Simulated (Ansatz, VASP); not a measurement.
N in VASP and in Ansatz

```
N
1.0
     3.58042    0.00000    0.00000
    -1.79021    3.10073    0.00000
     0.00000    0.00000    7.64150
N
4
Direct
  0.33333 0.66667 0.32157
  0.33333 0.66667 0.17843
  0.66667 0.33333 0.82157
  0.66667 0.33333 0.67843
```

Alike in both runs: task single point; functional r2SCAN0; k mesh 6 × 6 × 2; no spin polarisation.

```csv
,VASP,Ansatz
version,VASP 6.6.1,Ansatz 0.2.0
potentials or method,"VASP PAW PBE potentials, release 64 (N)","plane waves, PAW"
plane-wave cutoff (eV),520,500
occupations,"gaussian, width 0.01 eV",fixed
valence electrons in the cell,20,20
```

```tsv
	VASP	Ansatz	Ansatz less VASP
gap on the k mesh at the Fermi level (eV)	10.53	10.59	+0.058
pressure (GPa)	1.2	-1.9	-3.03
traceless stress, the component that is largest in VASP (GPa)	2.27	-4.56	-6.825
rms of the force components (eV/Å)	0.504	0.944	+0.4408
```

VASP's potentials were made for PBE, not for r2SCAN0. Atom by atom the forces differ by 1.448 eV/Å (rms over components). Ansatz's warnings: stress exchange threshold loose, stress scf threshold loose.

Noted on VASP's run: the standard files for N, O and F lose accuracy on very short bonds.
